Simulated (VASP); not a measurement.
Here is a VASP 6.6.1 calculation.

The input POSCAR:

```
LiCl
1.0
    3.2711235254      0.0000000000      0.0000000000
    0.0000000000      3.2711235254      0.0000000000
    0.0000000000      0.0000000000      3.3669674447
Li Cl
1 1
Direct
    0.0000000000      0.0000000000      0.0000000000
    0.5000000000      0.5000000000      0.5000000000
```

File INCAR.step1:

```
SYSTEM = LiCl
ALGO = Normal
EDIFF = 1E-5
ENCUT = 520
GGA = PE
ISIF = 2
ISMEAR = 0
LASPH = .True.
LCHARG = .False.
LREAL = .False.
LWAVE = .True.
NBANDS = 12
NELM = 100
PREC = Accurate
SIGMA = 0.01
```

The input INCAR.step2:

```
SYSTEM = LiCl
ALGO = Normal
EDIFF = 1E-6
ENCUT = 520
GGA = PE
HFSCREEN = 0.2079
ISIF = 2
ISMEAR = 0
ISTART = 1
LASPH = .True.
LCHARG = .False.
LHFCALC = .True.
LREAL = .False.
LWAVE = .False.
NBANDS = 12
NELM = 100
PREC = Accurate
PRECFOCK = Normal
SIGMA = 0.01
```

The input KPOINTS:

```
k-points
0
Gamma
  6 6 6
  0 0 0
```

Potentials or basis: VASP PAW PBE potentials, release 64 (Li_sv, Cl).

The run is started by

```console
$ cat potpaw_PBE.64/Li_sv/POTCAR potpaw_PBE.64/Cl/POTCAR > POTCAR
$ cp INCAR.step1 INCAR
$ mpirun -np 1 vasp_std > vasp.out
$ cp INCAR.step2 INCAR
$ mpirun -np 1 vasp_std > vasp.out
```

**Question.** Predict the band gap on the k mesh.

**Answer.** 5.48 eV (least direct gap 6.29 eV).

Caveat: the cell differs from its parent crystal (uniaxial z strain +2.9%). A k mesh can miss the band edges.
